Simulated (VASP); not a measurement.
## AgI2: single point with PBEsol

The system is AgI2.

```
Ag I
1.0
     4.11836    0.00000    0.00000
     0.00000    4.11836    0.00000
     0.00000    0.00000    6.01730
Ag I
1 2
Direct
  0.00000 0.00000 0.50000
  0.50000 0.00000 0.79103
  0.00000 0.50000 0.20897
```

This cell differs from its parent crystal: ratio of the length along z to the lengths across it x 0.96, volume and fractional coordinates fixed.

- Program: VASP 6.6.1
- Task: single point
- Functional: PBEsol
- Potentials or basis: VASP PAW PBE potentials, release 64 (Ag, I)
- Cutoff: 520 eV
- k mesh: 14 × 14 × 10
- Occupations: gaussian, width 0.15 eV
- Spin: no spin polarisation
- Dipole correction: no
- Further INCAR settings: ALGO = Normal; EDIFF = 1e-06; NBANDS = 20

```yaml
Pressure: 0.3 GPa
Largest_force: 0.067 eV/Å
Band_gap_on_the_k_mesh: zero (an odd number of electrons rules out a gap without spin polarisation)
```

Forces on the atoms (eV/Å):
```
Ag   0.000  0.000  0.000
I    0.000  0.000  0.067
I    0.000  0.000 -0.067
```

Stress tensor (GPa, compression positive):
```
0.13 0.00 0.00
0.00 0.13 0.00
0.00 0.00 0.58
```

Levels at points of the mesh, in eV from the Fermi level:
```
           k point  band 10  band 11  band 12  band 13  band 14  band 15  band 16  band 17
(0.00, 0.00, 0.00)    -1.44    -0.02     0.62     0.62     3.05     4.81     5.70     7.42
(0.50, 0.00, 0.00)    -1.66    -1.52    -0.21    -0.21     5.33     5.99     6.27     7.30
(0.50, 0.50, 0.00)    -1.74    -1.23    -1.23    -1.14     3.54     4.20     4.20     6.11
(0.00, 0.00, 0.50)    -0.70    -0.70    -0.27    -0.27     4.93     5.12     6.37     6.41
(0.50, 0.00, 0.50)    -0.31    -0.23    -0.14    -0.09     3.53     5.22     7.01     7.41
(0.50, 0.50, 0.50)    -2.52    -1.67    -1.67    -0.95     5.95     6.21     6.21     7.50
```

Run time: 4.3 min on 1 thread of AMD EPYC 7R13 Processor (Zen 3), with other jobs on the host, peak memory 0.5 GiB.

Caveat: the PAW data sets were made with another functional, which shifts forces and pressure a little; spin-orbit coupling is left out, which moves the levels of the heavy elements; an odd number of electrons without spin polarisation forces a metal; a magnetic or distorted state may lie lower.
